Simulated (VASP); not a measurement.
Wanted: the native input for a VASP 6.6.1 run.

```
Task                   : single point
Functional             : LDA
Potentials or basis    : VASP PAW LDA potentials, release 64 (Ba_sv, Ti_sv, O)
Cutoff                 : 520 eV
k mesh                 : 8 × 8 × 8
Occupations            : fermi-dirac, width 0.05 eV
Spin                   : no spin polarisation
Dipole correction      : no
Further INCAR settings : ALGO = Normal; EDIFF = 1e-06; NBANDS = 28
```

The structure of BaTiO3 lies in POSCAR:

```
BaTiO3
1.0
    4.0073000000      0.0400730000      0.0400730000
    0.0400730000      4.0073000000      0.0400730000
    0.0400730000      0.0400730000      4.0073000000
Ba Ti O
1 1 3
Direct
    0.5000000000      0.5000000000      0.5000000000
    0.0000000000      0.0000000000      0.0000000000
    0.5000000000      0.0000000000      0.0000000000
    0.0000000000      0.5000000000      0.0000000000
    0.0000000000      0.0000000000      0.5000000000
```

This cell differs from its parent crystal: equal xy, yz and zx shear strains of +2 %.

One way to write it, as run:

INCAR

```
SYSTEM = BaTiO3
PREC     = Accurate       ! precision mode
ENCUT    = 520            ! plane-wave cutoff, eV
EDIFF    = 1E-6           ! SCF threshold, eV
ISMEAR   = -1             ! smearing method
SIGMA    = 0.05           ! smearing width, eV
LREAL    = .False.        ! projectors in reciprocal space
LASPH    = .True.         ! aspherical terms in the spheres
NELM     = 60             ! most SCF steps
ALGO     = Normal         ! electronic algorithm
ISIF     = 2              ! what is computed and relaxed
LWAVE    = .False.        ! write WAVECAR
LCHARG   = .False.        ! write CHGCAR
NBANDS   = 28             ! bands
```

KPOINTS

```
Automatic mesh
0
Gamma
  8 8 8
  0 0 0
```

Potentials or basis: VASP PAW LDA potentials, release 64 (Ba_sv, Ti_sv, O).

Command:

```sh
$ cat potpaw_LDA.64/Ba_sv/POTCAR potpaw_LDA.64/Ti_sv/POTCAR potpaw_LDA.64/O/POTCAR > POTCAR
$ mpirun -np 1 vasp_std > vasp.out
```

Results of the run:

* Pressure: -7.3 GPa
* Band gap on the k mesh: 1.59 eV, indirect (least direct gap 1.69 eV)

Caveat: the cell differs from its parent crystal (equal xy, yz and zx shear strains of +2 %); spin-orbit coupling is left out, which moves the levels of the heavy elements.

It took 120 s on 1 thread of Intel(R) Xeon(R) Platinum 8259CL CPU @ 2.50GHz (Skylake/Cascade Lake), on a shared host, peak memory 0.23 GiB.
